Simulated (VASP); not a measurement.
A run of VASP 6.6.1 is set up as follows.

INCAR

```
SYSTEM = C
ALGO = Normal
EDIFF = 1E-7
EDIFFG = -0.01
ENCUT = 600
GGA = PE
IBRION = 2
ISIF = 3
ISMEAR = 0
LASPH = .True.
LCHARG = .False.
LREAL = .False.
LWAVE = .False.
NELM = 100
NSW = 100
PREC = Accurate
SIGMA = 0.1
```

File KPOINTS:

```
k-points
0
Gamma
  20 20 42
  0 0 0
```

The input POSCAR:

```
C
1.0
    1.6703979481     -2.8554637929      0.0000000000
    1.6703979481      2.8554637929      0.0000000000
    0.0000000000      0.0000000000      1.2863842345
C
1
Direct
    0.0000000000      0.0000000000      0.0000000000
```

Potentials or basis: VASP PAW PBE potentials, release 64 (C).

Launch:

```sh
$ cat potpaw_PBE.64/C/POTCAR > POTCAR
$ mpirun -np 1 vasp_std > vasp.out
```

(1) What does it give for the band gap on the k mesh?

(2) Predict the space group after relaxing (to 0.05 Å).

(3) What does it give for the relaxed cell?

Answers

(1) zero (band 2 reaches 8.49 eV, above the bottom of band 3 at -6.06 eV).

(2) P6/mmm (No. 191).

(3) a = 3.966 Å, b = 3.966 Å, c = 1.282 Å, α = 90.00°, β = 90.00°, γ = 119.78°.
